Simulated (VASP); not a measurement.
A run of VASP 6.6.1 is set up as follows.

The input INCAR:

```
SYSTEM = CuO
ALGO = Normal ; EDIFF = 1E-6
ENCUT = 700 ; GGA = PS
GGA_COMPAT = .FALSE. ; ISIF = 2
ISMEAR = -1 ; LASPH = .TRUE.
LCHARG = .FALSE. ; LREAL = .FALSE.
LWAVE = .FALSE. ; NBANDS = 33
NELM = 120 ; PREC = Accurate
SIGMA = 0.05
```

Contents of KPOINTS:

```
k-points
0
G
  8 8 5
  0 0 0
```

The input POSCAR:

```
CuO
1.0
    1.9113292800     -2.0674080000      0.0000000000
    1.9113292800      2.0674080000      0.0000000000
    0.0000000000      0.0000000000      5.1559280000
Cu O
2 2
Direct
    0.5000000000      0.0000000000      0.0000000000
    0.0000000000      0.5000000000      0.5000000000
    0.5000000000      0.5000000000      0.2500000000
    0.5000000000      0.5000000000      0.7500000000
```

Potentials or basis: VASP PAW PBE potentials, release 64 (Cu_sv_GW, O).

Launch:

```console
$ cat potpaw_PBE.64/Cu_sv_GW/POTCAR potpaw_PBE.64/O/POTCAR > POTCAR
$ mpirun -np 1 vasp_std > vasp.out
```

**Question.** What does it give for the pressure?

**Answer.** 3.4 GPa.

**Question.** What does it give for the band gap on the k mesh?

**Answer.** Zero (band 25 reaches 6.39 eV, above the bottom of band 26 at 5.50 eV).

Stress tensor (GPa, compression positive):
```
4.50 0.00 0.00
0.00 4.31 0.00
0.00 0.00 1.30
```

Caveat: the PAW data sets were made with another functional, which shifts forces and pressure a little; semilocal functionals often make such compounds metallic where correlation or magnetic order opens a gap, which also shifts bond lengths. With open d or f shells a metallic result of PBEsol can be an artefact of self-interaction; +U or a hybrid may open a gap.
